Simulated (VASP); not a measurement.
Write the native input for VASP 6.6.1 that does the following.

```yaml
Task: single point
Functional: PBE
Potentials_or_basis: VASP PAW PBE potentials, release 64 (Ge_d)
Cutoff: 520 eV
k_mesh: 14 × 14 × 14
Occupations: gaussian, width 0.1 eV
Spin: no spin polarisation
Dipole_correction: no
Further_INCAR_settings: ALGO = Normal; EDIFF = 1e-06; NBANDS = 21
```

The structure of Ge lies in POSCAR:

```
Ge
1.0
    0.0000000000      2.9090584710      2.9090584710
    2.9090584710      0.0000000000      2.9090584710
    2.9090584710      2.9090584710      0.0000000000
Ge
2
Direct
    0.0000000000      0.0000000000      0.0000000000
    0.2500000000      0.2500000000      0.2500000000
```

This cell differs from its parent crystal: volume scaled by 1.03.

These files were run (other wordings do the same):

INCAR

```
SYSTEM = Ge
PREC     = Accurate       ! precision mode
ENCUT    = 520            ! plane-wave cutoff, eV
EDIFF    = 1E-6           ! SCF threshold, eV
ISMEAR   = 0              ! smearing method
SIGMA    = 0.1            ! smearing width, eV
LREAL    = .False.        ! projectors in reciprocal space
LASPH    = .True.         ! aspherical terms in the spheres
NELM     = 80             ! most SCF steps
ALGO     = Normal         ! electronic algorithm
ISIF     = 2              ! what is computed and relaxed
LWAVE    = .False.        ! write WAVECAR
LCHARG   = .False.        ! write CHGCAR
GGA      = PE             ! functional
NBANDS   = 21             ! bands
```

KPOINTS

```
regular mesh
0
Gamma
  14 14 14
  0 0 0
```

Potentials or basis: VASP PAW PBE potentials, release 64 (Ge_d).

Run with:

```console
$ cat potpaw_PBE.64/Ge_d/POTCAR > POTCAR
$ mpirun -np 1 vasp_std > vasp.out
```

Results of the run:

* Pressure: -1.6 GPa
* Band gap on the k mesh: zero (band 14 reaches 4.21 eV, above the bottom of band 15 at 4.15 eV)

Wall time 32 s on 1 thread of Intel(R) Xeon(R) 6975P-C (Granite Rapids), with other jobs on the host, peak memory 0.22 GiB.
